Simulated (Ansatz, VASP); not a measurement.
# Ag: VASP beside Ansatz

```
Ag
1.0
     0.00000    2.06750    2.06750
     2.06750    0.00000    2.06750
     2.06750    2.06750    0.00000
Ag
1
Cartesian
  0.0000 0.0000 0.0000
```

Alike in both runs: task single point; functional LDA; k mesh 8 × 8 × 8; occupations gaussian, width 0.1 eV; no spin polarisation.

|  | VASP | Ansatz |
| --- | --- | --- |
| version | VASP 6.6.1 | Ansatz 0.2.0 |
| potentials or method | VASP PAW LDA potentials, release 64 (Ag), cutoff 520 eV | scalar-relativistic, plane waves, PAW |
| valence electrons in the cell | 11 | 19 |

|  | VASP | Ansatz | Ansatz less VASP |
| --- | --- | --- | --- |
| gap on the k mesh at the Fermi level (eV) | none | none | - |
| pressure (GPa) | -9.7 | -9.8 | -0.13 |

Ansatz warns that its potentials were made for another functional, while VASP's fit it. LDA's correlation is that of Perdew and Zunger in VASP and of Perdew and Wang (1992) in Ansatz. A gap of «none» marks a metal or a gap that the smearing closes. VASP's potentials hold 11 valence electrons a cell and Ansatz's 19, so a difference there can come from the potentials and not from the codes.
